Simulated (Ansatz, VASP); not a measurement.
# Two plane-wave programs on ZnCd2Se3

```xyz
6
Lattice="9.0198 0.0000 0.0000 -4.5099 7.8113 0.0000 0.0000 0.0000 3.0097" Properties=species:S:1:pos:R:3 pbc="T T T"
Zn    0.0000    0.0000    1.5048
Cd    0.0000    5.2076    1.5048
Cd    4.5099    2.6038    1.5048
Se    4.5099    0.0000    1.5048
Se   -2.2549    3.9057    1.5048
Se    2.2549    3.9057    1.5048
```

Alike in both runs: task relaxation of cell and atoms; functional PBE; k mesh 3 × 3 × 6; occupations gaussian, width 0.1 eV; no spin polarisation.

```csv
,VASP,Ansatz
version,VASP 6.6.1,Ansatz 0.2.0
potentials or method,"VASP PAW PBE potentials, release 64 (Zn, Cd, Se), cutoff 600 eV","scalar-relativistic, plane waves, PAW"
valence electrons in the cell,54,100
```

```tsv
	VASP	Ansatz	Ansatz less VASP
gap on the k mesh at the Fermi level, each at its own relaxed structure (eV)	none	none	-
relaxed volume (Å³/atom)	36.48	36.08	-0.402
relaxed cell length with the largest relative difference (Å)	9.644	9.583	-0.0605
```

A gap of «none» marks a metal or a gap that the smearing closes. VASP's potentials hold 54 valence electrons a cell and Ansatz's 100, so a difference there can come from the potentials and not from the codes.
